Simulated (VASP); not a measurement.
# Ti (Im-3m) in VASP: a series of runs

Runs on Ti. Level: LDA. Tasks: single point, relaxation of cell and atoms.

All numbers are computed with VASP 6.6.1; they aren't measurements. Logs are shortened: lines on timing, memory, paths and dates and some standing lists are left out, and cuts for length are marked.

### 1 The cell of the first run

It takes space group Im-3m (No. 229, cubic). The conventional cell has a = 3.168 Å, b = 3.168 Å, c = 3.168 Å, α = 90.00°, β = 90.00°, γ = 90.00°. Ti (site symmetry m-3m) has 14 Ti at 2.74 to 3.17 Å within 3.6 Å.

### 2 Single point, LDA

INCAR

```
PREC     = Accurate       # precision mode
ENCUT    = 520            # plane-wave cutoff, eV
EDIFF    = 1E-6           # SCF threshold, eV
ISMEAR   = -1             # smearing method
SIGMA    = 0.1            # smearing width, eV
LREAL    = F              # projectors in reciprocal space
LASPH    = T              # aspherical terms in the spheres
NELM     = 80             # most SCF steps
ALGO     = Normal         # electronic algorithm
ISIF     = 2              # what is computed and relaxed
LWAVE    = F              # write WAVECAR
LCHARG   = F              # write CHGCAR
GGA      = CA             # functional
NBANDS   = 12             # bands
```

KPOINTS

```
Automatic mesh
0
Gamma
  9 9 9
```

POSCAR

```
Ti
1.0
    1.5842428223      1.5842428223      1.5842428223
   -1.5842428223      1.5842428223      1.5842428223
   -1.5842428223     -1.5842428223      1.5842428223
Ti
1
Direct
    0.0000000000      0.0000000000      0.0000000000
```

Potentials or basis: VASP PAW LDA potentials, release 64 (Ti_sv).

Run with:

```sh
> cat potpaw_LDA.64/Ti_sv/POTCAR > POTCAR
> mpirun -np 1 vasp_std > vasp.out
```

OUTCAR:

```text
PREC = Accurate
   ENCUT = 520
   EDIFF = 1E-6
   ISMEAR = -1
   LREAL = F
   LASPH = T
   NELM = 80
   ISIF = 2
   GGA = CA

 ion  position               nearest neighbor table
   1  0.000  0.000  0.000-

  LATTYP: Found a body centered cubic cell.
 ALAT       =     3.1684856446

  Lattice vectors:

 A1 = (   1.5842428223,  -1.5842428223,  -1.5842428223)
 A2 = (   1.5842428223,   1.5842428223,   1.5842428223)
 A3 = (  -1.5842428223,  -1.5842428223,   1.5842428223)

Analysis of symmetry for initial positions (statically):
=====================================================================
 Subroutine PRICEL returns:
 Original cell was already a primitive cell.

 Routine SETGRP: Setting up the symmetry group for a
 body centered cubic supercell.

 Subroutine GETGRP returns: Found 48 space group operations
 (whereof 48 operations were pure point group operations)
 out of a pool of 48 trial point group operations.

The static configuration has the point symmetry O_h .

Analysis of symmetry for dynamics (positions and initial velocities):
=====================================================================
 Subroutine PRICEL returns:
 Original cell was already a primitive cell.

 Routine SETGRP: Setting up the symmetry group for a
 body centered cubic supercell.

 Subroutine GETGRP returns: Found 48 space group operations
 (whereof 48 operations were pure point group operations)
 out of a pool of 48 trial point group operations.

The dynamic configuration has the point symmetry O_h .

 Subroutine INISYM returns: Found 48 space group operations
 (whereof 48 operations are pure point group operations),
 and found     1 'primitive' translations

----------------------------------------------------------------------------------------

                                     Primitive cell

  volume of cell :      15.9047

  direct lattice vectors                    reciprocal lattice vectors
     1.584242822  1.584242822  1.584242822     0.315608184  0.000000000  0.315608184
    -1.584242822  1.584242822  1.584242822    -0.315608184  0.315608184  0.000000000
    -1.584242822 -1.584242822  1.584242822     0.000000000 -0.315608184  0.315608184

  length of vectors
     2.743989060  2.743989060  2.743989060     0.446337374  0.446337374  0.446337374

  position of ions in fractional coordinates (direct lattice)
     0.000000000  0.000000000  0.000000000

  ion indices of the primitive-cell ions
   primitive index   ion index
                 1           1

----------------------------------------------------------------------------------------

 KPOINTS: Automatic mesh

Automatic generation of k-mesh.
 Grid dimensions read from file:
 generate k-points for:    9    9    9

 Generating k-lattice:

  Cartesian coordinates                     Fractional coordinates (reciprocal lattice)
     0.035067576  0.000000000  0.035067576     0.111111111  0.000000000  0.000000000
    -0.035067576  0.035067576  0.000000000     0.000000000  0.111111111  0.000000000
     0.000000000 -0.035067576  0.035067576     0.000000000  0.000000000  0.111111111

  Length of vectors
     0.049593042  0.049593042  0.049593042

  Shift w.r.t. Gamma in fractional coordinates (k-lattice)
     0.000000000  0.000000000  0.000000000

 Subroutine IBZKPT returns following result:
 ===========================================

 Found     35 irreducible k-points:

 Following reciprocal coordinates:
            Coordinates               Weight
  0.000000  0.000000  0.000000      1.000000
  0.111111  0.000000  0.000000     12.000000
  0.222222  0.000000  0.000000     12.000000
  0.333333  0.000000  0.000000     12.000000
  0.444444  0.000000  0.000000     12.000000
  0.222222  0.111111  0.000000     24.000000
[... 16 lines left out ...]
  0.111111 -0.444444  0.111111     24.000000
  0.222222 -0.444444  0.111111     24.000000
 [... further k-points ...]
   k-points           NKPTS =     35   k-points in BZ     NKDIM =     35   number of bands    NBANDS=     12
   number of dos      NEDOS =    301   number of ions     NIONS =      1
   total plane-waves  NPLWV =   8000
   dimension x,y,z NGX =    20 NGY =   20 NGZ =   20
   dimension x,y,z NGXF=    40 NGYF=   40 NGZF=   40
   ions per type =               1
   NGX,Y,Z   is equivalent  to a cutoff of  12.12, 12.12, 12.12 a.u.
   NGXF,Y,Z  is equivalent  to a cutoff of  24.23, 24.23, 24.23 a.u.
 SYSTEM =  unknown system
   PREC   = accura    normal or accurate (medium, high low for compatibility)
   ISTART =      0    job   : 0-new  1-cont  2-samecut
   ICHARG =      2    charge: 1-file 2-atom 10-const
   ISPIN  =      1    spin polarized calculation?
   LNONCOLLINEAR =      F non collinear calculations
   LSORBIT =      F    spin-orbit coupling
   LASPH  =      T    aspherical Exc in radial PAW
   ENCUT  =  520.0 eV  38.22 Ry    6.18 a.u.   5.10  5.10  5.10*2*pi/ulx,y,z
   NELM   =     80;   NELMIN=  2; NELMDL= -5     # of ELM steps
   EDIFF  = 0.1E-05   stopping-criterion for ELM
   LREAL  =      F    real-space projection
   EDIFFG = 0.1E-04   stopping-criterion for IOM
   NSW    =      0    number of steps for IOM
   IBRION =     -1    ionic relax: 0-MD 1-quasi-New 2-CG
   NFREE  =      0    steps in history (QN), initial steepest desc. (CG)
   ISIF   =      2    stress and relaxation
   ISYM   =      2    0-nonsym 1-usesym 2-fastsym
   POTIM  = 0.5000    time-step for ionic-motion
   TEBEG  =    0.0;   TEEND  =   0.0 temperature during run
   PSTRESS=    0.0 pullay stress
   NELECT =      12.0000    total number of electrons
   NUPDOWN=      -1.0000    fix difference up-down
   EMIN   =  10.00;   EMAX   =-10.00  energy-range for DOS
   EFERMI =   0.00;   METHOD = LEGACY
   ISMEAR =    -1;   SIGMA  =   0.10  broadening in eV -4-tet -1-fermi 0-gaus
   EFERMI_NEDOS =   21; number of points for ismear=-14 and -15
   IALGO  =     38    algorithm
   IMIX   =      4    mixing-type and parameters
     AMIX     =   0.40;   BMIX     =  1.00
     AMIX_MAG =   1.60;   BMIX_MAG =  1.00
  volume/ion in A,a.u.               =      15.90       107.33
  Fermi-wavevector in a.u.,A,eV,Ry     =   1.490368  2.816387 30.221215  2.221197
  Thomas-Fermi vector in A             =   2.603159
   LORBIT       =      0    0 simple, 1 ext, 2 COOP (PROOUT), +10 PAW based schemes
   GGA     = CA    functional components
   LHFCALC =     F    Hartree Fock is set to
   AEXX    =    0.0000 exact exchange contribution
   IVDW    =     0    specifies the selected vdW correction
   LEPSILON=     F    determine dielectric tensor
   LRPA    =     F    only Hartree local field effects (RPA)
 non-spin polarized calculation
  energy-cutoff  :      520.00
  volume of cell :       15.90
 maximum number of plane-waves:       437
   NGX = 11   NGY = 11   NGZ = 11

 number of electron      11.9999999 magnetization

 Free energy of the ion-electron system (eV)
  ---------------------------------------------------
  ext. energy  EPLUGINS =         0.00000000
  ---------------------------------------------------
  free energy    TOTEN  =        -8.49416517 eV

  energy without entropy =       -8.42189595  energy(sigma->0) =       -8.45803056

 E-fermi :   8.7933     XC(G=0): -12.2060

 val. band max:        8.7427711991   @ k =   0.3333   0.2222   0.1111
 cond. band min:       8.7985470187   @ k =   0.4444   0.2222   0.0000
 fundamental gap:      0.0557758196
 Fermi energy:         8.7932797212

 k-point     1 :       0.0000    0.0000    0.0000
  band No.  band energies     occupation
      1     -46.8748      2.00000
      2     -22.9769      2.00000
      3     -22.9769      2.00000
      4     -22.9769      2.00000
      5       2.7482      2.00000
      6       9.8194      0.00007
      7       9.8194      0.00007
      8       9.8194      0.00007
      9      11.7972      0.00000
     10      11.7972      0.00000
     11      26.9139      0.00000
     12      26.9139      0.00000

 k-point     2 :       0.1111    0.0000    0.0000
  band No.  band energies     occupation
      1     -46.8520      2.00000
      2     -23.0896      2.00000
      3     -23.0109      2.00000
      4     -22.9778      2.00000
      5       3.2010      2.00000
      6       9.6089      0.00057
      7       9.7432      0.00015
      8      10.1634      0.00000
      9      11.5781      0.00000
     10      11.8117      0.00000
     11      26.3948      0.00000
     12      26.8485      0.00000

 k-point     3 :       0.2222    0.0000    0.0000
  band No.  band energies     occupation
      1     -46.7939      2.00000
      2     -23.3686      2.00000
      3     -23.0960      2.00000
      4     -22.9802      2.00000
      5       4.3928      2.00000
      6       9.1155      0.07664
      7       9.3695      0.00627
      8      11.1134      0.00000
      9      11.4400      0.00000
     10      11.8825      0.00000
     11      24.3937      0.00000
     12      25.8042      0.00000
[... 286 lines left out ...]
 k-point    23 :       0.1111   -0.4444    0.1111
  band No.  band energies     occupation
      1     -46.6753      2.00000
      2     -23.7772      2.00000
      3     -23.3160      2.00000
      4     -23.0876      2.00000
      5       6.8681      2.00000
      6       8.1332      1.99728
      7       9.1605      0.04960
      8      11.9585      0.00000
      9      12.2003      0.00000
     10      14.9031      0.00000
     11      18.8952      0.00000
     12      22.1309      0.00000

 k-point    24 :       0.2222   -0.4444    0.1111
  band No.  band energies     occupation
      1     -46.6769      2.00000
      2     -23.7056      2.00000
      3     -23.3230      2.00000
      4     -23.1540      2.00000
      5       7.4515      2.00000
      6       8.1064      1.99792
      7       8.3888      1.96557
      8      12.0049      0.00000
      9      12.1994      0.00000
     10      15.2768      0.00000
     11      20.3291      0.00000
     12      20.4129      0.00000

 [... further k-points ...]
[... 5 lines left out ...]
  --------------------------------------------------------------------------------------
  -------------------------------------------------------------------------------------
  Total       -0.0152261     -0.0152261     -0.0152261      0.0000000      0.0000000     -0.0000000
  in kB       -1.5338189     -1.5338189     -1.5338189      0.0000000      0.0000000     -0.0000000
  external PRESSURE =      -1.5338189 kB  Pullay stress =       0.0000000 kB

 VOLUME and BASIS-vectors are now :
 -----------------------------------------------------------------------------
  energy-cutoff  :      520.00
  volume of cell :       15.90
      direct lattice vectors                 reciprocal lattice vectors
     1.584242822  1.584242822  1.584242822     0.315608184  0.000000000  0.315608184
    -1.584242822  1.584242822  1.584242822    -0.315608184  0.315608184  0.000000000
    -1.584242822 -1.584242822  1.584242822     0.000000000 -0.315608184  0.315608184

 POSITION                                       TOTAL-FORCE (eV/Angst)
 -----------------------------------------------------------------------------------
      0.00000      0.00000      0.00000         0.000000      0.000000      0.000000
 -----------------------------------------------------------------------------------
    total drift:                               -0.000000      0.000000      0.000000

  FREE ENERGIE OF THE ION-ELECTRON SYSTEM (eV)
  ---------------------------------------------------
  free  energy   TOTEN  =        -8.4941651728 eV

  energy  without entropy=       -8.4218959474  energy(sigma->0) =       -8.45803056
```

Wall time 10 s (1 thread of Intel Xeon 8259CL, shared host); peak memory 0.12 GiB.

Results:

```yaml
Free_energy: -8.4942 eV
Pressure: -0.2 GPa
Band_gap_on_the_k_mesh: zero (band 6 reaches 9.82 eV, above the bottom of band 7 at 8.25 eV)
```

### 3 Relaxation of cell and atoms, LDA

This run uses another cell than the first one, of 17.64 Å³/atom, 1.109 times its volume.

INCAR

```
PREC = Accurate ; ENCUT = 600
EDIFF = 1E-6 ; ISMEAR = -1
SIGMA = 0.1 ; LREAL = F
LASPH = T ; NELM = 60
ALGO = Normal ; ISIF = 3
LWAVE = F ; LCHARG = F
GGA = CA ; IBRION = 2
NSW = 50 ; EDIFFG = -0.02
```

KPOINTS

```
regular mesh
0
Gamma
  9 9 9
```

POSCAR

```
Ti
1.0
    1.6400000000      1.6400000000      1.6400000000
   -1.6400000000      1.6400000000      1.6400000000
   -1.6400000000     -1.6400000000      1.6400000000
Ti
1
Direct
    0.0000000000      0.0000000000      0.0000000000
```

Potentials or basis: VASP PAW LDA potentials, release 64 (Ti_sv).

Run with:

```sh
> cat potpaw_LDA.64/Ti_sv/POTCAR > POTCAR
> mpirun -np 1 vasp_std > vasp.out
```

It took 26 s on 1 thread of Intel Xeon 8259CL, shared host; peak memory 0.14 GiB.

Results (log left out):

```yaml
Free_energy: -8.4946 eV
Relaxed_volume: 15.88 Å³/atom
Relaxed_cell: a = 2.743 Å, b = 2.743 Å, c = 2.743 Å, α = 70.53°, β = 109.47°, γ = 70.53°
Space_group_after_relaxing_to_0.05_Å: Im-3m (No. 229)
Energy_gained_by_relaxing: 61.9 meV/atom
Ionic_steps: 3
Pressure_after_relaxing: 0.0 GPa
Band_gap_on_the_k_mesh: zero (band 6 reaches 9.84 eV, above the bottom of band 7 at 8.27 eV)
```

The path:
| step | energy change (eV) | largest force (eV/Å) | pressure (GPa) | volume (Å³) |
| --- | --- | --- | --- | --- |
| 1 | 0.0000 | 0.0000 | -10.37 | 17.64 |
| 2 | -0.0371 | 0.0000 | 8.43 | 14.88 |
| 3 | -0.0619 | 0.0000 | 0.01 | 15.88 |

Final structure:
```
Ti
1.0
     1.58342    1.58342    1.58342
    -1.58342    1.58342    1.58342
    -1.58342   -1.58342    1.58342
Ti
1
Direct
  0.00000 0.00000 0.00000
```

Levels at points of the mesh, in eV from the Fermi level:
```
           k point  band 4  band 5  band 6  band 7  band 8  band 9
(0.00, 0.00, 0.00)  -31.77   -6.05    1.03    1.03    1.03    3.01
```

### 4 Single point, LDA

INCAR

```
PREC = Accurate ; ENCUT = 500
EDIFF = 1E-6 ; ISMEAR = -1
SIGMA = 0.1 ; LREAL = False
LASPH = True ; NELM = 120
ALGO = Normal ; ISIF = 2
LWAVE = False ; LCHARG = False
NBANDS = 12 ; GGA_COMPAT = False
```

KPOINTS

```
Automatic mesh
0
Gamma
  9 9 9
```

POSCAR

```
Ti
1.0
    1.5842428223      1.5842428223      1.5842428223
   -1.5842428223      1.5842428223      1.5842428223
   -1.5842428223     -1.5842428223      1.5842428223
Ti
1
Direct
    0.0000000000      0.0000000000      0.0000000000
```

Potentials or basis: VASP PAW LDA potentials, release 64 (Ti_sv).

Run with:

```sh
> cat potpaw_LDA.64/Ti_sv/POTCAR > POTCAR
> mpirun -np 1 vasp_std > vasp.out
```

OUTCAR:

```text
PREC = Accurate
   ENCUT = 500
   EDIFF = 1E-6
   ISMEAR = -1
   LREAL = False
   LASPH = True
   NELM = 120
   ISIF = 2

 ion  position               nearest neighbor table
   1  0.000  0.000  0.000-

  LATTYP: Found a body centered cubic cell.
 ALAT       =     3.1684856446

  Lattice vectors:

 A1 = (   1.5842428223,  -1.5842428223,  -1.5842428223)
 A2 = (   1.5842428223,   1.5842428223,   1.5842428223)
 A3 = (  -1.5842428223,  -1.5842428223,   1.5842428223)

Analysis of symmetry for initial positions (statically):
=====================================================================
 Subroutine PRICEL returns:
 Original cell was already a primitive cell.

 Routine SETGRP: Setting up the symmetry group for a
 body centered cubic supercell.

 Subroutine GETGRP returns: Found 48 space group operations
 (whereof 48 operations were pure point group operations)
 out of a pool of 48 trial point group operations.

The static configuration has the point symmetry O_h .

Analysis of symmetry for dynamics (positions and initial velocities):
=====================================================================
 Subroutine PRICEL returns:
 Original cell was already a primitive cell.

[... 157 lines left out ...]
 Fermi energy:         8.7933305950

 k-point     1 :       0.0000    0.0000    0.0000
  band No.  band energies     occupation
      1     -46.8746      2.00000
      2     -22.9768      2.00000
      3     -22.9768      2.00000
      4     -22.9768      2.00000
      5       2.7487      2.00000
      6       9.8194      0.00007
      7       9.8194      0.00007
      8       9.8194      0.00007
      9      11.7973      0.00000
     10      11.7973      0.00000
     11      26.9140      0.00000
     12      26.9140      0.00000
[... 331 lines left out ...]
 k-point    24 :       0.2222   -0.4444    0.1111
  band No.  band energies     occupation
      1     -46.6767      2.00000
      2     -23.7055      2.00000
      3     -23.3229      2.00000
      4     -23.1540      2.00000
      5       7.4517      2.00000
      6       8.1065      1.99792
      7       8.3889      1.96556
      8      12.0049      0.00000
      9      12.1994      0.00000
     10      15.2768      0.00000
     11      20.3292      0.00000
     12      20.4132      0.00000

 [... further k-points ...]
[... 5 lines left out ...]
  --------------------------------------------------------------------------------------
  -------------------------------------------------------------------------------------
  Total       -0.0204216     -0.0204216     -0.0204216     -0.0000000     -0.0000000     -0.0000000
  in kB       -2.0571904     -2.0571904     -2.0571904     -0.0000000     -0.0000000     -0.0000000
  external PRESSURE =      -2.0571904 kB  Pullay stress =       0.0000000 kB

 VOLUME and BASIS-vectors are now :
 -----------------------------------------------------------------------------
  energy-cutoff  :      500.00
  volume of cell :       15.90
      direct lattice vectors                 reciprocal lattice vectors
     1.584242822  1.584242822  1.584242822     0.315608184  0.000000000  0.315608184
    -1.584242822  1.584242822  1.584242822    -0.315608184  0.315608184  0.000000000
    -1.584242822 -1.584242822  1.584242822     0.000000000 -0.315608184  0.315608184

 POSITION                                       TOTAL-FORCE (eV/Angst)
 -----------------------------------------------------------------------------------
      0.00000      0.00000      0.00000        -0.000000      0.000000      0.000000
 -----------------------------------------------------------------------------------
    total drift:                               -0.000000      0.000000      0.000000

  FREE ENERGIE OF THE ION-ELECTRON SYSTEM (eV)
  ---------------------------------------------------
  free  energy   TOTEN  =        -8.4940944259 eV

  energy  without entropy=       -8.4218253413  energy(sigma->0) =       -8.45795988
```

stdout:

```text
POSCAR found type information on POSCAR Ti
 POSCAR found :  1 types and       1 ions
 scaLAPACK will be used
 LDA part: xc-table for (Slater(with rela. corr.)+CA(PZ))
 , standard interpolation
 POSCAR, INCAR and KPOINTS ok, starting setup
 FFT: planning ... GRIDC
 FFT: planning ... GRID_SOFT
 FFT: planning ... GRID
 WAVECAR not read
 entering main loop
```

It took 4.7 s on 1 thread of Intel Xeon Platinum 8488C (Sapphire Rapids), shared host; peak memory 0.12 GiB.

Results:

```yaml
Free_energy: -8.4941 eV
Pressure: -0.2 GPa
Band_gap_on_the_k_mesh: zero (band 6 reaches 9.82 eV, above the bottom of band 7 at 8.25 eV)
```

Levels at points of the mesh, in eV from the Fermi level:
```
           k point  band 3  band 4  band 5  band 6  band 7  band 8  band 9  band 10
(0.00, 0.00, 0.00)  -31.77  -31.77   -6.04    1.03    1.03    1.03    3.00     3.00
```

### 5 Single point, LDA

This run uses another cell than the first one, of 15.59 Å³/atom, 0.980 times its volume.

INCAR

```
ALGO = Normal
EDIFF = 1E-6
ENCUT = 500
GGA = CA
GGA_COMPAT = False
ISIF = 2
ISMEAR = -1
LASPH = True
LCHARG = True
LELF = True
LREAL = False
LVHAR = True
LWAVE = False
NBANDS = 12
NELM = 120
PREC = Accurate
SIGMA = 0.1
```

KPOINTS

```
k-points
0
Gamma
  9 9 9
```

POSCAR

```
Ti
1.0
    1.5736099998      1.5736099998      1.5736099998
   -1.5736099998      1.5736099998      1.5736099998
   -1.5736099998     -1.5736099998      1.5736099998
Ti
1
Direct
    0.0000000000      0.0000000000      0.0000000000
```

Run with:

```sh
> cat potpaw_LDA.64/Ti_sv/POTCAR > POTCAR
> mpirun -np 1 vasp_std > vasp.out
```

It took 3.8 s on 1 thread of Intel Xeon Platinum 8488C (Sapphire Rapids), shared host; peak memory 0.12 GiB.

It converged, with:

```yaml
Free_energy: -8.4920 eV
Pressure: 2.2 GPa
Band_gap_on_the_k_mesh: zero (band 6 reaches 10.06 eV, above the bottom of band 7 at 8.48 eV)
```

Levels at points of the mesh, in eV from the Fermi level:
```csv
k point,band 2,band 3,band 4,band 5,band 6,band 7,band 8,band 9,band 10,band 11
"(0.00, 0.00, 0.00)",-31.70,-31.70,-31.70,-6.08,1.04,1.04,1.04,3.07,3.07,18.27
```

(Continued in part 2 of 2.)
